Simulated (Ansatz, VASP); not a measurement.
Rh: VASP beside Ansatz

```xyz
1
Lattice="0.0039 1.9064 1.9057 1.9591 0.0195 1.8900 1.9663 1.8980 0.0123" Properties=species:S:1:pos:R:3 pbc="T T T"
Rh    0.0000    0.0000    0.0000
```

Change from the starting cell: cell sheared at random, sigma 0.01, atoms nudged by 0.01 Å.

Alike in both runs: task single point; functional PBE; k mesh 16 × 16 × 16; occupations gaussian, width 0.15 eV; no spin polarisation.

|  | VASP | Ansatz |
| --- | --- | --- |
| version | VASP 6.6.1 | Ansatz 0.2.0 |
| potentials or method | VASP PAW PBE potentials, release 64 (Rh_pv), cutoff 520 eV | scalar-relativistic, plane waves, PAW |
| valence electrons in the cell | 15 | 17 |

|  | VASP | Ansatz | Ansatz less VASP |
| --- | --- | --- | --- |
| gap on the k mesh at the Fermi level (eV) | none | none | - |
| pressure (GPa) | 0.6 | 0.6 | -0.04 |
| traceless stress, the component that is largest in VASP (GPa) | -5.56 | -5.58 | -0.018 |

A gap of «none» marks a metal or a gap that the smearing closes. With one functional, cell and mesh, what is left measures potentials, basis and numerics. VASP's potentials hold 15 valence electrons a cell and Ansatz's 17, so a difference there can come from the potentials and not from the codes.
